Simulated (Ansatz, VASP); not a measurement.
Te in VASP and in Ansatz

The input INCAR:

```
  PREC = Accurate
  ENCUT = 520
  EDIFF = 1E-6
  ISMEAR = -1
  SIGMA = 0.01
  LREAL = False
  LASPH = True
  NELM = 150
  ALGO = Normal
  ISIF = 2
  LWAVE = False
  LCHARG = False
  ISPIN = 2
  MAGMOM = 2
  LORBIT = 11
  GGA = PE
  ISYM = 0
  NBANDS = 13
```

The input KPOINTS:

```
regular mesh
0
Gamma
  1 1 1
```

File POSCAR:

```
Te
1.0
   14.0000000000      0.0000000000      0.0000000000
    0.0000000000     14.4000000000      0.0000000000
    0.0000000000      0.0000000000     14.8000000000
Te
1
Direct
    0.5000000000      0.5000000000      0.5000000000
```

Input for Ansatz:

```yaml
crystal:
  lattice:
    - [14.0, 0.0, 0.0]
    - [0.0, 14.4, 0.0]
    - [0.0, 0.0, 14.8]
  atoms:
    - { symbol: Te, position: [0.5, 0.5, 0.5], spin: 2.0 }
  symmetry: { detect: false, time_reversal: true }
hamiltonian:
  xc: pbe
  pseudopotentials:
    kind: paw
    azcp:
      Te: "pseudopotentials/Te.paw.azcp"
basis:
  ecutwfc: 420
  fft_grid_basis: typed
kpoints:
  mp_grid: { grid: [1, 1, 1], shift: [0, 0, 0] }
magnetization:
  spin_polarized: true
scf:
  occupations: { method: fermi_dirac, width: 0.01 }
output:
  write_density: true
  write_potential: true
  elf: true
  volumetric_format: npy
```

Alike in both runs: task single point; functional PBE; k mesh 1 × 1 × 1; occupations fermi-dirac, width 0.01 eV; collinear spin.

|  | VASP | Ansatz |
| --- | --- | --- |
| version | VASP 6.6.1 | Ansatz 0.2.0 |
| potentials or method | VASP PAW PBE potentials, release 64 (Te), cutoff 520 eV | plane waves (420 eV) with PAW, scalar-relativistic |
| valence electrons in the cell | 6 | 16 |

|  | VASP | Ansatz | Ansatz less VASP |
| --- | --- | --- | --- |
| net moment per atom (μB) | 2.00 | 2.00 | 0.000 |
| size of the moment on the site where the two differ most (μB) | 0.95 | 2.00 | +1.052 |

Site moments also hang on the region over which each program counts them. VASP's potentials hold 6 valence electrons a cell and Ansatz's 16, so a difference there can come from the potentials and not from the codes. Ansatz's warnings: stability check not made, xc potential rough in thin density.

Spin-orbit coupling is off throughout.
